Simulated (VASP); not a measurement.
# NaI (I4/mmm) in VASP: notebook

Runs on NaI. Level: r2SCAN. Tasks: single point.

Everything below comes from runs of VASP 6.6.1. Logs are shortened: lines on timing, memory, paths and dates and some standing lists are left out, and cuts for length are marked.

**1. The cell of the first run**

It takes space group I4/mmm (No. 139, tetragonal). The conventional cell has a = 4.832 Å, b = 4.832 Å, c = 5.808 Å, α = 90.00°, β = 90.00°, γ = 90.00°. Within 3.8 Å of Na (site symmetry 4/mmm) lie 6 I at 2.90 to 3.42 Å. Within 3.8 Å of I (site symmetry 4/mmm) lie 6 Na at 2.90 to 3.42 Å.

**2. Single point, r2SCAN**

Contents of POSCAR:

```
NaI
1.0
    0.0000000000      3.4165613001      2.9040771051
    3.4165613001      0.0000000000      2.9040771051
    3.4165613001      3.4165613001      0.0000000000
Na I
1 1
Direct
    0.0000000000      0.0000000000      0.0000000000
    0.5000000000      0.5000000000      0.5000000000
```

Contents of INCAR.step1:

```
SYSTEM = NaI
PREC = Accurate
ENCUT = 520
ISMEAR = 0
SIGMA = 0.05
LREAL = .FALSE.
LASPH = .TRUE.
NELM = 80
NBANDS = 14
GGA = PE
ALGO = Normal
EDIFF = 1E-4
LWAVE = .TRUE.
LCHARG = .FALSE.
```

Contents of INCAR.step2:

```
SYSTEM = NaI
PREC = Accurate
ENCUT = 520
EDIFF = 1E-6
ISMEAR = 0
SIGMA = 0.05
LREAL = .FALSE.
LASPH = .TRUE.
NELM = 80
ALGO = Normal
ISIF = 2
LWAVE = .FALSE.
LCHARG = .FALSE.
METAGGA = R2SCAN
LMIXTAU = .TRUE.
NBANDS = 14
ISTART = 1
```

Contents of KPOINTS:

```
regular mesh
0
G
  8 8 8
  0 0 0
```

Potentials or basis: VASP PAW PBE potentials, release 64 (Na_pv, I).

The run is started by

```console
cat potpaw_PBE.64/Na_pv/POTCAR potpaw_PBE.64/I/POTCAR > POTCAR
cp INCAR.step1 INCAR
mpirun -np 1 vasp_std > vasp.out
cp INCAR.step2 INCAR
mpirun -np 1 vasp_std > vasp.out
```

OUTCAR:

```text
SYSTEM = NaI
   PREC = Accurate
   ENCUT = 520
   EDIFF = 1E-6
   ISMEAR = 0
   LREAL = .FALSE.
   LASPH = .TRUE.
   NELM = 80
   ISIF = 2
   METAGGA = R2SCAN
   ISTART = 1

 ion  position               nearest neighbor table
   1  0.000  0.000  0.000-   2 2.90   2 2.90
   2  0.500  0.500  0.500-   1 2.90   1 2.90

  LATTYP: Found a body centered tetragonal cell.
 ALAT       =     4.8317473273
 C/A-ratio  =     1.2020815280

  Lattice vectors:

 A1 = (   0.0000000000,  -3.4165613001,  -2.9040771051)
 A2 = (   0.0000000000,   3.4165613001,  -2.9040771051)
 A3 = (   3.4165613001,   0.0000000000,   2.9040771051)

Analysis of symmetry for initial positions (statically):
=====================================================================
 Subroutine PRICEL returns:
 Original cell was already a primitive cell.

 Routine SETGRP: Setting up the symmetry group for a
 body centered tetragonal supercell.

 Subroutine GETGRP returns: Found 16 space group operations
 (whereof 16 operations were pure point group operations)
 out of a pool of 16 trial point group operations.

The static configuration has the point symmetry D_4h.

Analysis of symmetry for dynamics (positions and initial velocities):
=====================================================================
 Subroutine PRICEL returns:
 Original cell was already a primitive cell.

 Routine SETGRP: Setting up the symmetry group for a
 body centered tetragonal supercell.

 Subroutine GETGRP returns: Found 16 space group operations
 (whereof 16 operations were pure point group operations)
 out of a pool of 16 trial point group operations.

The dynamic configuration has the point symmetry D_4h.

 Subroutine INISYM returns: Found 16 space group operations
 (whereof 16 operations are pure point group operations),
 and found     1 'primitive' translations

----------------------------------------------------------------------------------------

                                     Primitive cell

  volume of cell :      67.7980

  direct lattice vectors                    reciprocal lattice vectors
     0.000000000  3.416561300  2.904077105    -0.146345977  0.146345977  0.172171737
     3.416561300  0.000000000  2.904077105     0.146345977 -0.146345977  0.172171737
     3.416561300  3.416561300  0.000000000     0.146345977  0.146345977 -0.172171737

  length of vectors
     4.484033335  4.484033335  4.831747327     0.269216264  0.269216264  0.269216264

  position of ions in fractional coordinates (direct lattice)
[... 90 lines left out ...]
   NELECT =      14.0000    total number of electrons
   NUPDOWN=      -1.0000    fix difference up-down
   EMIN   =  10.00;   EMAX   =-10.00  energy-range for DOS
   EFERMI =   0.00;   METHOD = LEGACY
   ISMEAR =     0;   SIGMA  =   0.05  broadening in eV -4-tet -1-fermi 0-gaus
   EFERMI_NEDOS =   21; number of points for ismear=-14 and -15
   IALGO  =     38    algorithm
   IMIX   =      4    mixing-type and parameters
     AMIX     =   0.40;   BMIX     =  1.00
     AMIX_MAG =   1.60;   BMIX_MAG =  1.00
  volume/ion in A,a.u.               =      33.90       228.76
  Fermi-wavevector in a.u.,A,eV,Ry     =   0.967636  1.828567 12.739397  0.936319
  Thomas-Fermi vector in A             =   2.097538
   LORBIT       =      0    0 simple, 1 ext, 2 COOP (PROOUT), +10 PAW based schemes
   METAGGA = R2SCAN    functional components
   LHFCALC =     F    Hartree Fock is set to
   AEXX    =    0.0000 exact exchange contribution
   IVDW    =     0    specifies the selected vdW correction
   LEPSILON=     F    determine dielectric tensor
   LRPA    =     F    only Hartree local field effects (RPA)
 non-spin polarized calculation
 Gauss-broadening in eV      SIGMA  =   0.05
  energy-cutoff  :      520.00
  volume of cell :       67.80
 maximum number of plane-waves:      1839
 NGX is ok and might be reduce to    36

 number of electron      13.9999996 magnetization

 Free energy of the ion-electron system (eV)
  ---------------------------------------------------
  ext. energy  EPLUGINS =         0.00000000
  ---------------------------------------------------
  free energy    TOTEN  =       -30.96042506 eV

  energy without entropy =      -30.96042506  energy(sigma->0) =      -30.96042506

 E-fermi :   0.8134     XC(G=0):  -8.0394

 val. band max:        0.5343001709   @ k =   0.0000   0.0000   0.0000
 cond. band min:       4.9202266996   @ k =   0.0000   0.0000   0.0000
 fundamental gap:      4.3859265287
 Fermi energy:         0.8134000179

 k-point     1 :       0.0000    0.0000    0.0000
  band No.  band energies     occupation
      1     -22.7441      2.00000
      2     -22.7440      2.00000
      3     -22.7424      2.00000
      4     -10.9085      2.00000
      5       0.2769      2.00000
      6       0.5343      2.00000
      7       0.5343      2.00000
      8       4.9202      0.00000
      9       8.7283      0.00000
     10       8.7283      0.00000
     11       9.7538      0.00000
     12       9.9215      0.00000
     13      11.5038      0.00000
     14      11.7459      0.00000
[... 377 lines left out ...]
      1     -22.7474      2.00000
      2     -22.7449      2.00000
      3     -22.7431      2.00000
      4     -10.6465      2.00000
      5      -1.2226      2.00000
      6      -0.0024      2.00000
      7       0.1729      2.00000
      8       6.5819      0.00000
      9       7.9943      0.00000
     10       8.6714      0.00000
     11       9.6634      0.00000
     12      11.3881      0.00000
     13      12.1391      0.00000
     14      12.8242      0.00000

 [... further k-points ...]

------------------------ aborting loop because EDIFF is reached ----------------------------------------

  FORCE on cell =-STRESS in cart. coord.  units (eV):
  Direction    XX          YY          ZZ          XY          YZ          ZX
  --------------------------------------------------------------------------------------
  -------------------------------------------------------------------------------------
  Total       -0.4212360     -0.4212360      2.2229945      0.0000000     -0.0000000      0.0000000
  in kB       -9.9545016     -9.9545016     52.5330239      0.0000000     -0.0000000      0.0000000
  external PRESSURE =      10.8746736 kB  Pullay stress =       0.0000000 kB

 VOLUME and BASIS-vectors are now :
 -----------------------------------------------------------------------------
  energy-cutoff  :      520.00
  volume of cell :       67.80
      direct lattice vectors                 reciprocal lattice vectors
     0.000000000  3.416561300  2.904077105    -0.146345977  0.146345977  0.172171737
     3.416561300  0.000000000  2.904077105     0.146345977 -0.146345977  0.172171737
     3.416561300  3.416561300  0.000000000     0.146345977  0.146345977 -0.172171737

 POSITION                                       TOTAL-FORCE (eV/Angst)
 -----------------------------------------------------------------------------------
      0.00000      0.00000      0.00000        -0.000000      0.000000     -0.000000
      3.41656      3.41656      2.90408         0.000000     -0.000000      0.000000
 -----------------------------------------------------------------------------------
    total drift:                                0.000000      0.000000      0.000000

  FREE ENERGIE OF THE ION-ELECTRON SYSTEM (eV)
  ---------------------------------------------------
  free  energy   TOTEN  =       -30.9604250581 eV

  energy  without entropy=      -30.9604250581  energy(sigma->0) =      -30.96042506
```

OSZICAR.step1:

```text
N       E                     dE             d eps       ncg     rms          rms(c)
DAV:   1     0.820028466507E+02    0.82003E+02   -0.65840E+03  1652   0.883E+02
DAV:   2     0.114059773687E+01   -0.80862E+02   -0.75288E+02  1748   0.216E+02
DAV:   3    -0.518639893363E+01   -0.63270E+01   -0.62876E+01  2102   0.601E+01
DAV:   4    -0.533834698559E+01   -0.15195E+00   -0.15191E+00  2146   0.951E+00
DAV:   5    -0.534121435850E+01   -0.28674E-02   -0.28673E-02  2252   0.121E+00    0.168E+00
DAV:   6    -0.527223569529E+01    0.68979E-01   -0.78018E-02  1970   0.157E+00    0.115E+00
DAV:   7    -0.526210368602E+01    0.10132E-01   -0.71507E-02  2062   0.136E+00    0.643E-01
DAV:   8    -0.526468010054E+01   -0.25764E-02   -0.59085E-03  1832   0.591E-01    0.192E-01
DAV:   9    -0.526461345912E+01    0.66641E-04   -0.23250E-04  1994   0.134E-01
   1 F= -.52646135E+01 E0= -.52646135E+01  d E =-.146619E-20
```

Run time: 8.2 min. Hardware: 1 thread of AMD EPYC 7R43 (Zen 3), shared host; peak memory 0.18 GiB.

What came out:

* Free energy: -30.9604 eV
* Pressure: 1.1 GPa
* Band gap on the k mesh: 4.39 eV

Stress tensor (GPa, compression positive):
```
-1.00  0.00  0.00
 0.00 -1.00  0.00
 0.00  0.00  5.25
```

Levels at points of the mesh, in eV from the valence-band top:
```csv
k point,band 3,band 4,band 5,band 6,band 7,band 8,band 9,band 10,band 11,band 12
"(0.00, 0.00, 0.00)",-23.28,-11.44,-0.26,0.00,0.00,4.39,8.19,8.19,9.22,9.39
"(0.50, 0.00, 0.00)",-23.28,-11.10,-2.28,-0.50,-0.29,5.56,7.42,9.01,9.69,11.04
"(0.50, 0.50, 0.00)",-23.28,-10.94,-1.92,-1.08,-1.08,5.20,5.68,11.32,11.85,11.85
"(0.50, 0.00, 0.50)",-23.28,-11.07,-2.03,-0.98,-0.39,5.36,6.22,10.18,11.18,11.56
```

Caveat: the PAW data sets were made with another functional, which shifts forces and pressure a little; spin-orbit coupling is left out, which moves the levels of the heavy elements. A k mesh can miss the band edges.

**3. Single point, r2SCAN**

This run uses another cell than the first one, of the same volume but with other edges.

Contents of POSCAR:

```
NaI
1.0
    0.0000000000      3.0455690039      3.6546828046
    3.0455690039      0.0000000000      3.6546828046
    3.0455690039      3.0455690039      0.0000000000
Na I
1 1
Direct
    0.0000000000      0.0000000000      0.0000000000
    0.5000000000      0.5000000000      0.5000000000
```

Contents of INCAR.step1:

```
PREC = Accurate ; ENCUT = 520
ISMEAR = 0 ; SIGMA = 0.05
LREAL = F ; LASPH = T
NELM = 80 ; NBANDS = 14
GGA = PE ; ALGO = Normal
EDIFF = 1E-4 ; LWAVE = T
LCHARG = F
```

Contents of INCAR.step2:

```
PREC = Accurate ; ENCUT = 520
EDIFF = 1E-6 ; ISMEAR = 0
SIGMA = 0.05 ; LREAL = F
LASPH = T ; NELM = 80
ALGO = Normal ; ISIF = 2
LWAVE = F ; LCHARG = F
METAGGA = R2SCAN ; LMIXTAU = T
NBANDS = 14 ; ISTART = 1
```

Contents of KPOINTS:

```
Automatic mesh
0
Gamma
  8 8 8
```

Potentials or basis: VASP PAW PBE potentials, release 64 (Na_pv, I).

The run is started by

```console
cat potpaw_PBE.64/Na_pv/POTCAR potpaw_PBE.64/I/POTCAR > POTCAR
cp INCAR.step1 INCAR
mpirun -np 1 vasp_std > vasp.out
cp INCAR.step2 INCAR
mpirun -np 1 vasp_std > vasp.out
```

It took 5 min on 1 thread of AMD EPYC 7R43 (Zen 3), shared host; peak memory 0.18 GiB.

Results (log left out):

* Free energy: -30.9776 eV
* Pressure: 1.1 GPa
* Band gap on the k mesh: 4.48 eV

Stress tensor (GPa, compression positive):
```
 2.49  0.00  0.00
 0.00  2.49  0.00
 0.00  0.00 -1.64
```

Levels at points of the mesh, in eV from the valence-band top:
| k point | band 3 | band 4 | band 5 | band 6 | band 7 | band 8 | band 9 | band 10 | band 11 | band 12 |
| --- | --- | --- | --- | --- | --- | --- | --- | --- | --- | --- |
| (0.00, 0.00, 0.00) | -23.17 | -11.37 | -0.02 | -0.02 | 0.00 | 4.48 | 7.83 | 9.04 | 9.04 | 9.29 |
| (0.50, 0.00, 0.00) | -23.17 | -11.02 | -2.23 | -0.47 | -0.11 | 5.62 | 7.75 | 8.88 | 9.71 | 11.22 |
| (0.50, 0.50, 0.00) | -23.17 | -11.09 | -1.91 | -0.44 | -0.44 | 5.65 | 6.37 | 9.81 | 12.32 | 12.92 |
| (0.50, 0.00, 0.50) | -23.18 | -10.87 | -1.93 | -1.25 | -0.52 | 5.29 | 6.01 | 10.72 | 10.95 | 11.67 |

Caveat: the PAW data sets were made with another functional, which shifts forces and pressure a little; spin-orbit coupling is left out, which moves the levels of the heavy elements. A k mesh can miss the band edges.

**4. Single point, r2SCAN**

This run uses another cell than the first one, of the same volume but with other edges.

Contents of POSCAR:

```
NaI
1.0
    0.0000000000      3.5158525921      2.7423650218
    3.5158525921      0.0000000000      2.7423650218
    3.5158525921      3.5158525921      0.0000000000
Na I
1 1
Direct
    0.0000000000      0.0000000000      0.0000000000
    0.5000000000      0.5000000000      0.5000000000
```

Contents of INCAR.step1:

```
PREC     = Accurate       # precision mode
ENCUT    = 520            # plane-wave cutoff, eV
ISMEAR   = 0              # smearing method
SIGMA    = 0.05           # smearing width, eV
LREAL    = False          # projectors in reciprocal space
LASPH    = True           # aspherical terms in the spheres
NELM     = 80             # most SCF steps
NBANDS   = 14             # bands
GGA      = PE             # functional
ALGO     = Normal         # electronic algorithm
EDIFF    = 1E-4           # SCF threshold, eV
LWAVE    = True           # write WAVECAR
LCHARG   = False          # write CHGCAR
```

Contents of INCAR.step2:

```
PREC     = Accurate       # precision mode
ENCUT    = 520            # plane-wave cutoff, eV
EDIFF    = 1E-6           # SCF threshold, eV
ISMEAR   = 0              # smearing method
SIGMA    = 0.05           # smearing width, eV
LREAL    = False          # projectors in reciprocal space
LASPH    = True           # aspherical terms in the spheres
NELM     = 80             # most SCF steps
ALGO     = Normal         # electronic algorithm
ISIF     = 2              # what is computed and relaxed
LWAVE    = False          # write WAVECAR
LCHARG   = False          # write CHGCAR
METAGGA  = R2SCAN         # meta-GGA
LMIXTAU  = True         
NBANDS   = 14             # bands
ISTART   = 1
```

KPOINTS is that of step 3.

The run is started by

```console
cat potpaw_PBE.64/Na_pv/POTCAR potpaw_PBE.64/I/POTCAR > POTCAR
cp INCAR.step1 INCAR
mpirun -np 1 vasp_std > vasp.out
cp INCAR.step2 INCAR
mpirun -np 1 vasp_std > vasp.out
```

Run time: 7.3 min. Hardware: 1 thread of AMD EPYC 7R43 (Zen 3), shared host; peak memory 0.21 GiB.

Results (log left out):

```yaml
Free_energy: -30.7422 eV
Pressure: 3.0 GPa
Band_gap_on_the_k_mesh: 4.37 eV
```

Stress tensor (GPa, compression positive):
```
-1.12  0.00  0.00
 0.00 -1.12  0.00
 0.00  0.00 11.17
```

Levels at points of the mesh, in eV from the valence-band top:
| k point | band 4 | band 5 | band 6 | band 7 | band 8 | band 9 | band 10 | band 11 |
| --- | --- | --- | --- | --- | --- | --- | --- | --- |
| (0.00, 0.00, 0.00) | -11.50 | -0.38 | 0.00 | 0.00 | 4.37 | 8.18 | 8.18 | 8.93 |
| (0.50, 0.00, 0.00) | -11.13 | -2.33 | -0.59 | -0.33 | 5.48 | 7.14 | 9.61 | 9.79 |
| (0.50, 0.50, 0.00) | -10.98 | -1.84 | -1.23 | -1.23 | 5.38 | 5.52 | 11.56 | 11.69 |
| (0.50, 0.00, 0.50) | -11.16 | -2.08 | -1.03 | -0.23 | 5.52 | 6.44 | 9.88 | 10.77 |

Caveat: the PAW data sets were made with another functional, which shifts forces and pressure a little; spin-orbit coupling is left out, which moves the levels of the heavy elements. A k mesh can miss the band edges.

**5. Single point, r2SCAN**

This run uses another cell than the first one, of the same volume but with other edges.

Contents of POSCAR:

```
NaI
1.0
    0.0000000000      2.9653849225      3.8550003993
    2.9653849225      0.0000000000      3.8550003993
    2.9653849225      2.9653849225      0.0000000000
Na I
1 1
Direct
    0.0000000000      0.0000000000      0.0000000000
    0.5000000000      0.5000000000      0.5000000000
```

Contents of INCAR.step1:

```
SYSTEM = NaI
ALGO = Normal ; EDIFF = 1E-4
ENCUT = 520 ; GGA = PE
ISMEAR = 0 ; LASPH = .TRUE.
LCHARG = .FALSE. ; LREAL = .FALSE.
LWAVE = .TRUE. ; NBANDS = 14
NELM = 100 ; PREC = Accurate
SIGMA = 0.05
```

Contents of INCAR.step2:

```
SYSTEM = NaI
ALGO = Normal ; EDIFF = 1E-7
ENCUT = 520 ; ISIF = 2
ISMEAR = 0 ; ISTART = 1
LASPH = .TRUE. ; LCHARG = .TRUE.
LELF = .TRUE. ; LMIXTAU = .TRUE.
LREAL = .FALSE. ; LVHAR = .TRUE.
LWAVE = .FALSE. ; METAGGA = R2SCAN
NBANDS = 14 ; NELM = 100
PREC = Accurate ; SIGMA = 0.05
```

Contents of KPOINTS:

```
k-points
0
G
  8 8 8
  0 0 0
```

The run is started by

```console
cat potpaw_PBE.64/Na_pv/POTCAR potpaw_PBE.64/I/POTCAR > POTCAR
cp INCAR.step1 INCAR
mpirun -np 1 vasp_std > vasp.out
cp INCAR.step2 INCAR
mpirun -np 1 vasp_std > vasp.out
```

Run time: 5.6 min. Hardware: 1 thread of AMD EPYC 7R43 (Zen 3), shared host; peak memory 0.17 GiB.

It converged, with:

```
Free energy            : -30.8635 eV
Pressure               : 2.4 GPa
Band gap on the k mesh : 4.47 eV (least direct gap 4.49 eV)
```

Stress tensor (GPa, compression positive):
```
 4.41  0.00  0.00
 0.00  4.41  0.00
 0.00  0.00 -1.61
```

Levels at points of the mesh, in eV from the valence-band top:
| k point | band 3 | band 4 | band 5 | band 6 | band 7 | band 8 | band 9 | band 10 | band 11 | band 12 |
| --- | --- | --- | --- | --- | --- | --- | --- | --- | --- | --- |
| (0.00, 0.00, 0.00) | -23.14 | -11.45 | -0.14 | -0.02 | -0.02 | 4.47 | 7.59 | 8.90 | 9.34 | 9.34 |
| (0.50, 0.00, 0.00) | -23.14 | -11.06 | -2.34 | -0.58 | -0.05 | 5.53 | 7.78 | 9.24 | 9.54 | 11.41 |
| (0.50, 0.50, 0.00) | -23.14 | -11.23 | -1.91 | -0.33 | -0.33 | 5.91 | 6.48 | 9.38 | 12.46 | 13.23 |
| (0.50, 0.00, 0.50) | -23.14 | -10.88 | -1.99 | -1.48 | -0.45 | 5.36 | 6.05 | 10.20 | 10.86 | 11.06 |

Caveat: the PAW data sets were made with another functional, which shifts forces and pressure a little; spin-orbit coupling is left out, which moves the levels of the heavy elements.

**6. The runs side by side**

| cell | gap on the mesh (eV) | pressure (GPa) |
| --- | --- | --- |
| a = 4.484, b = 4.484, c = 4.832 Å, angles 57.4, 57.4, 65.2°, 2 atoms | 4.39 | 1.1 |
| a = 4.757, b = 4.757, c = 4.307 Å, angles 63.1, 63.1, 53.8°, 2 atoms | 4.48 | 1.1 |
| a = 4.459, b = 4.459, c = 4.972 Å, angles 56.1, 56.1, 67.8°, 2 atoms | 4.37 | 3.0 |
| a = 4.864, b = 4.864, c = 4.194 Å, angles 64.5, 64.5, 51.1°, 2 atoms | 4.47 | 2.4 |

Alike in all rows: task single point; level r2SCAN; potentials or basis VASP PAW PBE potentials, release 64 (Na_pv, I); no spin polarisation; k mesh 8 × 8 × 8; cutoff (eV) 520; smearing gaussian 0.05 eV.

Caveats: the PAW data sets were made with another functional, which shifts forces and pressure a little; spin-orbit coupling is left out, which moves the levels of the heavy elements.

Total energies depend on the potentials used, so only differences within one code and one set of settings carry meaning.
